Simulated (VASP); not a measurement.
# Mo2C3 (P4/mmm) in VASP: further runs

Runs on Mo2C3. Level: PBE. Tasks: single point, relaxation of cell and atoms.

All numbers are computed with VASP 6.6.1; they aren't measurements. Logs are shortened: lines on timing, memory, paths and dates and some standing lists are left out, and cuts for length are marked.

**1. The cell of the first run**

Symmetry: P4/mmm, No. 123, tetragonal system. Conventional cell: a = 3.425 Å, b = 3.425 Å, c = 5.184 Å, α = 90.00°, β = 90.00°, γ = 90.00°. Mo (site symmetry 4mm) has 8 C at 2.16 to 2.76 Å and 2 Mo at 2.54 to 2.65 Å within 2.9 Å. Within 2.3 Å of C (site symmetry 4/mmm) lie 4 C at 1.71 Å. C (site symmetry mmm) has 2 C at 1.71 Å and 4 Mo at 2.16 Å within 2.3 Å.

**2. Single point, PBE**

Contents of INCAR:

```
PREC     = Accurate       # precision mode
ENCUT    = 520            # plane-wave cutoff, eV
EDIFF    = 1E-7           # SCF threshold, eV
ISMEAR   = 0              # smearing method
SIGMA    = 0.1            # smearing width, eV
LREAL    = False          # projectors in reciprocal space
LASPH    = True           # aspherical terms in the spheres
NELM     = 80             # most SCF steps
ALGO     = Normal         # electronic algorithm
ISIF     = 2              # what is computed and relaxed
LWAVE    = False          # write WAVECAR
LCHARG   = False          # write CHGCAR
GGA      = PE             # functional
NBANDS   = 28             # bands
```

Contents of KPOINTS:

```
regular mesh
0
Gamma
  6 6 4
```

Contents of POSCAR:

```
Mo2C3
1.0
    3.4248330470      0.0000000000      0.0000000000
    0.0000000000      3.4248330470      0.0000000000
    0.0000000000      0.0000000000      5.1843518075
Mo C
2 3
Direct
    0.5000000000      0.5000000000      0.7446524651
    0.5000000000      0.5000000000      0.2553475349
    0.0000000000      0.0000000000      0.0000000000
    0.5000000000      0.0000000000      0.0000000000
    0.0000000000      0.5000000000      0.0000000000
```

Potentials or basis: VASP PAW PBE potentials, release 64 (Mo_sv, C).

Launch:

```
> cat potpaw_PBE.64/Mo_sv/POTCAR potpaw_PBE.64/C/POTCAR > POTCAR
> mpirun -np 1 vasp_std > vasp.out
```

OUTCAR:

```text
PREC = Accurate
   ENCUT = 520
   EDIFF = 1E-7
   ISMEAR = 0
   LREAL = False
   LASPH = True
   NELM = 80
   ISIF = 2
   GGA = PE

 ion  position               nearest neighbor table
   1  0.500  0.500  0.745-   4 2.16   5 2.16   4 2.16   5 2.16   2 2.54   2 2.65   3 2.76   3 2.76
                             3 2.76   3 2.76
   2  0.500  0.500  0.255-   4 2.16   5 2.16   4 2.16   5 2.16   1 2.54   1 2.65   3 2.76   3 2.76
                             3 2.76   3 2.76
   3  0.000  0.000  0.000-   4 1.71   5 1.71   5 1.71   4 1.71   1 2.76   2 2.76   1 2.76   1 2.76
                             2 2.76   2 2.76   1 2.76   2 2.76
   4  0.500  0.000  0.000-   3 1.71   3 1.71   1 2.16   1 2.16   2 2.16   2 2.16
   5  0.000  0.500  0.000-   3 1.71   3 1.71   1 2.16   2 2.16   1 2.16   2 2.16

  LATTYP: Found a simple tetragonal cell.
 ALAT       =     3.4248330470
 C/A-ratio  =     1.5137531484

  Lattice vectors:

 A1 = (   3.4248330470,   0.0000000000,   0.0000000000)
 A2 = (   0.0000000000,   3.4248330470,   0.0000000000)
 A3 = (   0.0000000000,   0.0000000000,   5.1843518075)

Analysis of symmetry for initial positions (statically):
=====================================================================
 Subroutine PRICEL returns:
 Original cell was already a primitive cell.

 Routine SETGRP: Setting up the symmetry group for a
 simple tetragonal supercell.

 Subroutine GETGRP returns: Found 16 space group operations
 (whereof 16 operations were pure point group operations)
 out of a pool of 16 trial point group operations.

The static configuration has the point symmetry D_4h.

Analysis of symmetry for dynamics (positions and initial velocities):
=====================================================================
 Subroutine PRICEL returns:
 Original cell was already a primitive cell.

 Routine SETGRP: Setting up the symmetry group for a
 simple tetragonal supercell.

 Subroutine GETGRP returns: Found 16 space group operations
 (whereof 16 operations were pure point group operations)
 out of a pool of 16 trial point group operations.

The dynamic configuration has the point symmetry D_4h.

 Subroutine INISYM returns: Found 16 space group operations
 (whereof 16 operations are pure point group operations),
 and found     1 'primitive' translations

----------------------------------------------------------------------------------------

                                     Primitive cell

  volume of cell :      60.8098

  direct lattice vectors                    reciprocal lattice vectors
     3.424833047  0.000000000  0.000000000     0.291985036  0.000000000  0.000000000
     0.000000000  3.424833047  0.000000000     0.000000000  0.291985036  0.000000000
     0.000000000  0.000000000  5.184351807     0.000000000  0.000000000  0.192888144

  length of vectors
     3.424833047  3.424833047  5.184351807     0.291985036  0.291985036  0.192888144

  position of ions in fractional coordinates (direct lattice)
     0.500000000  0.500000000  0.744652465
     0.500000000  0.500000000  0.255347535
     0.000000000  0.000000000  0.000000000
     0.500000000  0.000000000  0.000000000
     0.000000000  0.500000000  0.000000000

  ion indices of the primitive-cell ions
   primitive index   ion index
                 1           1
                 2           2
                 3           3
                 4           4
                 5           5

----------------------------------------------------------------------------------------

 KPOINTS: regular mesh

Automatic generation of k-mesh.
 Grid dimensions read from file:
 generate k-points for:    6    6    4

 Generating k-lattice:

  Cartesian coordinates                     Fractional coordinates (reciprocal lattice)
     0.048664173  0.000000000  0.000000000     0.166666667  0.000000000  0.000000000
     0.000000000  0.048664173  0.000000000     0.000000000  0.166666667  0.000000000
     0.000000000  0.000000000  0.048222036     0.000000000  0.000000000  0.250000000

  Length of vectors
     0.048664173  0.048664173  0.048222036

  Shift w.r.t. Gamma in fractional coordinates (k-lattice)
     0.000000000  0.000000000  0.000000000

 Subroutine IBZKPT returns following result:
 ===========================================

 Found     30 irreducible k-points:

 Following reciprocal coordinates:
            Coordinates               Weight
  0.000000  0.000000  0.000000      1.000000
  0.166667  0.000000  0.000000      4.000000
  0.333333  0.000000  0.000000      4.000000
  0.500000  0.000000  0.000000      2.000000
  0.166667  0.166667  0.000000      4.000000
  0.333333  0.166667  0.000000      8.000000
[... 16 lines left out ...]
  0.333333  0.000000  0.500000      4.000000
  0.500000  0.000000  0.500000      2.000000
 [... further k-points ...]
   k-points           NKPTS =     30   k-points in BZ     NKDIM =     30   number of bands    NBANDS=     28
   number of dos      NEDOS =    301   number of ions     NIONS =      5
   total plane-waves  NPLWV =  31360
   dimension x,y,z NGX =    28 NGY =   28 NGZ =   40
   dimension x,y,z NGXF=    56 NGYF=   56 NGZF=   80
   ions per type =               2   3
   NGX,Y,Z   is equivalent  to a cutoff of  13.59, 13.59, 12.83 a.u.
   NGXF,Y,Z  is equivalent  to a cutoff of  27.18, 27.18, 25.65 a.u.
 SYSTEM =  unknown system
   PREC   = accura    normal or accurate (medium, high low for compatibility)
   ISTART =      0    job   : 0-new  1-cont  2-samecut
   ICHARG =      2    charge: 1-file 2-atom 10-const
   ISPIN  =      1    spin polarized calculation?
   LNONCOLLINEAR =      F non collinear calculations
   LSORBIT =      F    spin-orbit coupling
   LASPH  =      T    aspherical Exc in radial PAW
   ENCUT  =  520.0 eV  38.22 Ry    6.18 a.u.   6.37  6.37  9.64*2*pi/ulx,y,z
   NELM   =     80;   NELMIN=  2; NELMDL= -5     # of ELM steps
   EDIFF  = 0.1E-06   stopping-criterion for ELM
   LREAL  =      F    real-space projection
   EDIFFG = 0.1E-05   stopping-criterion for IOM
   NSW    =      0    number of steps for IOM
   IBRION =     -1    ionic relax: 0-MD 1-quasi-New 2-CG
   NFREE  =      0    steps in history (QN), initial steepest desc. (CG)
   ISIF   =      2    stress and relaxation
   ISYM   =      2    0-nonsym 1-usesym 2-fastsym
   POTIM  = 0.5000    time-step for ionic-motion
   TEBEG  =    0.0;   TEEND  =   0.0 temperature during run
   PSTRESS=    0.0 pullay stress
   NELECT =      40.0000    total number of electrons
   NUPDOWN=      -1.0000    fix difference up-down
   EMIN   =  10.00;   EMAX   =-10.00  energy-range for DOS
   EFERMI =   0.00;   METHOD = LEGACY
   ISMEAR =     0;   SIGMA  =   0.10  broadening in eV -4-tet -1-fermi 0-gaus
   EFERMI_NEDOS =   21; number of points for ismear=-14 and -15
   IALGO  =     38    algorithm
   IMIX   =      4    mixing-type and parameters
     AMIX     =   0.40;   BMIX     =  1.00
     AMIX_MAG =   1.60;   BMIX_MAG =  1.00
  volume/ion in A,a.u.               =      12.16        82.07
  Fermi-wavevector in a.u.,A,eV,Ry     =   1.423761  2.690518 27.580304  2.027095
  Thomas-Fermi vector in A             =   2.544324
   LORBIT       =      0    0 simple, 1 ext, 2 COOP (PROOUT), +10 PAW based schemes
   GGA     = PE    functional components
   LHFCALC =     F    Hartree Fock is set to
   AEXX    =    0.0000 exact exchange contribution
   IVDW    =     0    specifies the selected vdW correction
   LEPSILON=     F    determine dielectric tensor
   LRPA    =     F    only Hartree local field effects (RPA)
 non-spin polarized calculation
 Gauss-broadening in eV      SIGMA  =   0.10
  energy-cutoff  :      520.00
  volume of cell :       60.81
 maximum number of plane-waves:      1655
 NGX is ok and might be reduce to    28
   NGX = 13   NGY = 13   NGZ = 19

 number of electron      39.9999997 magnetization

 Free energy of the ion-electron system (eV)
  ---------------------------------------------------
  ext. energy  EPLUGINS =         0.00000000
  ---------------------------------------------------
  free energy    TOTEN  =       -40.15499240 eV

  energy without entropy =      -40.13694360  energy(sigma->0) =      -40.14596800

 E-fermi :   8.8138     XC(G=0): -11.8592

 val. band max:        8.7662775609   @ k =   0.3333   0.0000   0.0000
 cond. band min:       8.8178553916   @ k =   0.0000   0.0000   0.5000
 fundamental gap:      0.0515778306
 Fermi energy:         8.8138073723

 k-point     1 :       0.0000    0.0000    0.0000
  band No.  band energies     occupation
      1     -52.5895      2.00000
      2     -52.3822      2.00000
      3     -27.3647      2.00000
      4     -26.7232      2.00000
      5     -26.7232      2.00000
      6     -26.5211      2.00000
[... 20 lines left out ...]
     27      12.6355      0.00000
     28      13.4685      0.00000

 k-point     2 :       0.1667    0.0000    0.0000
  band No.  band energies     occupation
      1     -52.5877      2.00000
      2     -52.3805      2.00000
      3     -27.3591      2.00000
      4     -26.7593      2.00000
      5     -26.7201      2.00000
      6     -26.5515      2.00000
[... 20 lines left out ...]
     27      12.5394      0.00000
     28      13.5118      0.00000

 k-point     3 :       0.3333    0.0000    0.0000
  band No.  band energies     occupation
      1     -52.5839      2.00000
      2     -52.3769      2.00000
      3     -27.3476      2.00000
      4     -26.8310      2.00000
      5     -26.7140      2.00000
      6     -26.6116      2.00000
[... 20 lines left out ...]
     27      12.4360      0.00000
     28      13.6281      0.00000

 k-point     4 :       0.5000    0.0000    0.0000
  band No.  band energies     occupation
      1     -52.5820      2.00000
      2     -52.3752      2.00000
      3     -27.3417      2.00000
      4     -26.8667      2.00000
      5     -26.7109      2.00000
      6     -26.6414      2.00000
[... 578 lines left out ...]
     27      13.9475      0.00000
     28      14.6489      0.00000

 k-point    23 :       0.3333    0.0000    0.5000
  band No.  band energies     occupation
      1     -52.4992      2.00000
      2     -52.4641      2.00000
      3     -26.7316      2.00000
      4     -26.7148      2.00000
      5     -26.6694      2.00000
      6     -26.6190      2.00000
[... 20 lines left out ...]
     27      13.0446      0.00000
     28      13.1824      0.00000

 k-point    24 :       0.5000    0.0000    0.5000
  band No.  band energies     occupation
      1     -52.4973      2.00000
      2     -52.4623      2.00000
      3     -26.7646      2.00000
      4     -26.7461      2.00000
      5     -26.6660      2.00000
      6     -26.6160      2.00000
[... 20 lines left out ...]
     27      12.6139      0.00000
     28      14.6408      0.00000

 [... further k-points ...]

------------------------ aborting loop because EDIFF is reached ----------------------------------------

  FORCE on cell =-STRESS in cart. coord.  units (eV):
  Direction    XX          YY          ZZ          XY          YZ          ZX
  --------------------------------------------------------------------------------------
  -------------------------------------------------------------------------------------
  Total        0.0211580      0.0211580      0.0905360      0.0000000      0.0000000      0.0000000
  in kB        0.5574568      0.5574568      2.3853869      0.0000000      0.0000000      0.0000000
  external PRESSURE =       1.1667668 kB  Pullay stress =       0.0000000 kB

 VOLUME and BASIS-vectors are now :
 -----------------------------------------------------------------------------
  energy-cutoff  :      520.00
  volume of cell :       60.81
      direct lattice vectors                 reciprocal lattice vectors
     3.424833047  0.000000000  0.000000000     0.291985036  0.000000000  0.000000000
     0.000000000  3.424833047  0.000000000     0.000000000  0.291985036  0.000000000
     0.000000000  0.000000000  5.184351807     0.000000000  0.000000000  0.192888144

 POSITION                                       TOTAL-FORCE (eV/Angst)
 -----------------------------------------------------------------------------------
      1.71242      1.71242      3.86054         0.000000      0.000000     -0.035069
      1.71242      1.71242      1.32381         0.000000     -0.000000      0.035069
      0.00000      0.00000      0.00000         0.000000      0.000000      0.000000
      1.71242      0.00000      0.00000         0.000000      0.000000      0.000000
      0.00000      1.71242      0.00000         0.000000      0.000000      0.000000
 -----------------------------------------------------------------------------------
    total drift:                                0.000000      0.000000      0.000000

  FREE ENERGIE OF THE ION-ELECTRON SYSTEM (eV)
  ---------------------------------------------------
  free  energy   TOTEN  =       -40.1549923968 eV

  energy  without entropy=      -40.1369436016  energy(sigma->0) =      -40.14596800
```

It took 33 s on 1 thread of Intel Xeon Platinum 8488C (Sapphire Rapids), shared host; peak memory 0.19 GiB.

Results:

```yaml
Free_energy: -40.1550 eV
Pressure: 0.1 GPa
Largest_force: 0.035 eV/Å
Band_gap_on_the_k_mesh: zero (band 20 reaches 9.28 eV, above the bottom of band 21 at 8.18 eV)
```

Forces on the atoms (eV/Å):
```
Mo   0.000  0.000 -0.035
Mo   0.000  0.000  0.035
C    0.000  0.000  0.000
C    0.000  0.000  0.000
C    0.000  0.000  0.000
```

Levels at points of the mesh, in eV from the Fermi level:
| k point | band 16 | band 17 | band 18 | band 19 | band 20 | band 21 | band 22 | band 23 | band 24 | band 25 |
| --- | --- | --- | --- | --- | --- | --- | --- | --- | --- | --- |
| (0.00, 0.00, 0.00) | -3.34 | -3.34 | -2.68 | -0.90 | -0.30 | 0.72 | 0.88 | 1.73 | 1.73 | 2.42 |
| (0.50, 0.00, 0.00) | -5.08 | -2.20 | -1.98 | -0.26 | 0.46 | 0.55 | 0.55 | 1.83 | 1.98 | 3.61 |
| (0.50, 0.50, 0.00) | -1.91 | -1.91 | -1.61 | -1.10 | -1.05 | 1.12 | 1.83 | 2.28 | 3.08 | 3.08 |
| (0.00, 0.00, 0.50) | -2.73 | -2.73 | -1.30 | -1.24 | -0.63 | -0.63 | 0.00 | 0.35 | 0.97 | 1.91 |
| (0.50, 0.00, 0.50) | -4.13 | -2.57 | -0.76 | -0.71 | -0.48 | -0.06 | 1.00 | 1.24 | 2.01 | 2.03 |
| (0.50, 0.50, 0.50) | -1.50 | -0.99 | -0.99 | -0.48 | 0.04 | 0.84 | 1.07 | 1.07 | 1.21 | 1.71 |

**3. Single point, PBE**

This run uses another cell than the first one, of 14.36 Å³/atom, 1.181 times its volume.

Contents of INCAR:

```
SYSTEM = Mo2C3
  PREC = Accurate
  ENCUT = 520
  EDIFF = 1E-6
  ISMEAR = 0
  SIGMA = 0.1
  LREAL = .False.
  LASPH = .True.
  NELM = 100
  ALGO = Normal
  ISIF = 2
  LWAVE = .False.
  LCHARG = .True.
  GGA = PE
  LELF = .True.
  LVHAR = .True.
  NBANDS = 28
```

Contents of KPOINTS:

```
regular mesh
0
Gamma
  6 6 4
  0 0 0
```

Contents of POSCAR:

```
Mo2C3
1.0
    3.5594930500      0.0000000000      0.0000000000
    0.0000000000      3.5594930500      0.0000000000
    0.0000000000      0.0000000000      5.6681625200
Mo C
2 3
Direct
    0.5000000000      0.5000000000      0.7755282700
    0.5000000000      0.5000000000      0.2244717300
    0.0000000000      0.0000000000      0.0000000000
    0.5000000000      0.0000000000      0.0000000000
    0.0000000000      0.5000000000      0.0000000000
```

Potentials or basis: VASP PAW PBE potentials, release 64 (Mo_sv, C).

Launch:

```
> cat potpaw_PBE.64/Mo_sv/POTCAR potpaw_PBE.64/C/POTCAR > POTCAR
> mpirun -np 1 vasp_std > vasp.out
```

It took 34 s on 1 thread of Intel Xeon Platinum 8488C (Sapphire Rapids), shared host; peak memory 0.2 GiB.

The run converged. Its results:

```yaml
Free_energy: -39.3700 eV
Pressure: -12.0 GPa
Largest_force: 0.411 eV/Å
Band_gap_on_the_k_mesh: zero (band 20 reaches 7.28 eV, above the bottom of band 21 at 6.48 eV)
```

Forces in eV/Å, atoms in the order of the input:
```
Mo   0.000  0.000 -0.411
Mo   0.000  0.000  0.411
C    0.000  0.000  0.000
C    0.000  0.000  0.000
C    0.000  0.000  0.000
```

Stress tensor (GPa, compression positive):
```
-11.00   0.00   0.00
  0.00 -11.00   0.00
  0.00   0.00 -14.03
```

Levels at points of the mesh, in eV from the Fermi level:
```tsv
k point	band 16	band 17	band 18	band 19	band 20	band 21	band 22	band 23	band 24	band 25
(0.00, 0.00, 0.00)	-3.30	-3.30	-2.33	-1.56	-0.53	0.36	1.08	1.08	1.40	2.03
(0.50, 0.00, 0.00)	-4.72	-2.19	-1.72	-0.45	0.10	0.60	0.68	1.14	1.30	2.67
(0.50, 0.50, 0.00)	-2.25	-1.43	-1.43	-1.43	-0.61	0.63	1.60	1.61	1.61	2.00
(0.00, 0.00, 0.50)	-3.11	-3.11	-1.94	-1.40	-0.46	0.18	0.18	0.27	1.72	1.80
(0.50, 0.00, 0.50)	-4.33	-1.62	-1.16	-0.60	-0.43	-0.03	0.30	0.76	1.53	1.87
(0.50, 0.50, 0.50)	-2.23	-0.46	-0.46	-0.31	-0.21	-0.11	-0.11	0.04	0.56	1.60
```

**4. Single point, PBE**

Contents of INCAR:

```
SYSTEM = Mo2C3
PREC     = Accurate       ! precision mode
ENCUT    = 520            ! plane-wave cutoff, eV
EDIFF    = 1E-7           ! SCF threshold, eV
ISMEAR   = 0              ! smearing method
SIGMA    = 0.1            ! smearing width, eV
LREAL    = .False.        ! projectors in reciprocal space
LASPH    = .True.         ! aspherical terms in the spheres
NELM     = 100            ! most SCF steps
ALGO     = Normal         ! electronic algorithm
ISIF     = 2              ! what is computed and relaxed
LWAVE    = .False.        ! write WAVECAR
LCHARG   = .False.        ! write CHGCAR
GGA      = PE             ! functional
NBANDS   = 28             ! bands
```

Contents of KPOINTS:

```
Automatic mesh
0
Gamma
  12 12 8
  0 0 0
```

Contents of POSCAR:

```
Mo2C3
1.0
    3.4293311106      0.0000000000      0.0000000000
    0.0000000000      3.4293311106      0.0000000000
    0.0000000000      0.0000000000      5.1610374199
Mo C
2 3
Direct
    0.5000000000      0.5000000000      0.7441136519
    0.5000000000      0.5000000000      0.2558863481
    0.0000000000      0.0000000000      0.0000000000
    0.5000000000      0.0000000000      0.0000000000
    0.0000000000      0.5000000000      0.0000000000
```

Launch:

```
> cat potpaw_PBE.64/Mo_sv/POTCAR potpaw_PBE.64/C/POTCAR > POTCAR
> mpirun -np 1 vasp_std > vasp.out
```

Wall time 2.1 min (1 thread of Intel Xeon Platinum 8488C (Sapphire Rapids), shared host); peak memory 0.31 GiB.

The run converged. Its results:

- Free energy: -40.1652 eV
- Pressure: 0.3 GPa
- Largest force: 0.018 eV/Å
- Band gap on the k mesh: zero (band 20 reaches 9.43 eV, above the bottom of band 21 at 8.15 eV)

Forces in eV/Å, atoms in the order of the input:
```
Mo   0.000  0.000 -0.018
Mo   0.000  0.000  0.018
C    0.000  0.000  0.000
C    0.000  0.000  0.000
C    0.000  0.000  0.000
```

Stress tensor (GPa, compression positive):
```
0.30 0.00 0.00
0.00 0.30 0.00
0.00 0.00 0.38
```

Levels at points of the mesh, in eV from the Fermi level:
| k point | band 18 | band 19 | band 20 | band 21 | band 22 | band 23 |
| --- | --- | --- | --- | --- | --- | --- |
| (0.00, 0.00, 0.00) | -2.68 | -0.92 | -0.30 | 0.74 | 0.89 | 1.77 |
| (0.50, 0.00, 0.00) | -2.02 | -0.23 | 0.47 | 0.54 | 0.57 | 1.87 |
| (0.50, 0.50, 0.00) | -1.65 | -1.16 | -1.03 | 1.13 | 1.81 | 2.30 |
| (0.00, 0.00, 0.50) | -1.29 | -1.23 | -0.68 | -0.68 | 0.01 | 0.36 |
| (0.50, 0.00, 0.50) | -0.76 | -0.74 | -0.53 | -0.07 | 1.03 | 1.24 |
| (0.50, 0.50, 0.50) | -1.04 | -0.52 | 0.07 | 0.84 | 1.07 | 1.07 |

(Continued in part 2 of 3.)
